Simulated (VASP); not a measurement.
PbS, 4 atoms in the cell. Symmetry: Cmcm, No. 63, orthorhombic system. The conventional cell has a = 4.046 Å, b = 11.654 Å, c = 4.162 Å, α = 90.00°, β = 90.00°, γ = 90.00°. Within 3.4 Å of Pb (site symmetry m2m) lie 5 S at 2.61 to 2.91 Å. S (site symmetry m2m) has 5 Pb at 2.61 to 2.91 Å within 3.4 Å. 

| Property | Result |
| --- | --- |
| Program | VASP 6.6.1 |
| Task | single point |
| Functional | PBEsol |
| Potentials or basis | VASP PAW PBE potentials, release 64 (Pb_d, S) |
| Cutoff | 520 eV |
| k mesh | 6 × 6 × 6 |
| Occupations | gaussian, width 0.01 eV |
| Spin | no spin polarisation |
| Dipole correction | no |
| Further INCAR settings | ALGO = Normal; EDIFF = 1e-06; NBANDS = 28 |

Potentials or basis: VASP PAW PBE potentials, release 64 (Pb_d, S).

Run with:

```sh
$ cat potpaw_PBE.64/Pb_d/POTCAR potpaw_PBE.64/S/POTCAR > POTCAR
$ mpirun -np 1 vasp_std > vasp.out
```

Hardware: 1 thread of AMD EPYC 9R45 96-Core Processor (Zen 5), on a shared host.

Estimate the wall time of this run.

It took 77 s on 1 thread of AMD EPYC 9R45 96-Core Processor (Zen 5) (shared host), peak memory 0.28 GiB. Counts: scf iterations 12, k points 52.
